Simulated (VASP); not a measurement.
Input of a VASP 6.6.1 run:

File INCAR:

```
ALGO     = Fast           # electronic algorithm
EDIFF    = 1E-7           # SCF threshold, eV
ENCUT    = 520            # plane-wave cutoff, eV
GGA      = PE             # functional
ISIF     = 2              # what is computed and relaxed
ISMEAR   = -1             # smearing method
LASPH    = True           # aspherical terms in the spheres
LCHARG   = True           # write CHGCAR
LELF     = True           # ELF
LREAL    = False          # projectors in reciprocal space
LVHAR    = True         
LWAVE    = False          # write WAVECAR
NBANDS   = 13             # bands
NELM     = 60             # most SCF steps
PREC     = Accurate       # precision mode
SIGMA    = 0.05           # smearing width, eV
```

File KPOINTS:

```
k-points
0
Gamma
  10 10 10
```

The input POSCAR:

```
Sn
1.0
   -1.9692270000      2.0562270000      1.6220070000
    2.0445460000     -2.0389000000      1.6928640000
    1.9785480000      2.0482210000     -1.6008370000
Sn
1
Direct
    0.0081510000      0.0011320000     -0.0006220000
```

Potentials or basis: VASP PAW PBE potentials, release 64 (Sn_d).

Command:

```bash
$ cat potpaw_PBE.64/Sn_d/POTCAR > POTCAR
$ mpirun -np 1 vasp_std > vasp.out
```

Problem. Predict the pressure.

Solution. 1.0 GPa.

Problem. Predict the band gap on the k mesh.

Solution. Zero (bands 7 and 8 overlap by 8.73 eV).

Stress tensor (GPa, compression positive):
```
 0.43 -0.18 -0.32
-0.18  0.59 -0.09
-0.32 -0.09  2.01
```

Caveat: the cell differs from its parent crystal (the cell strained at random); spin-orbit coupling is left out, which moves the levels of the heavy elements.
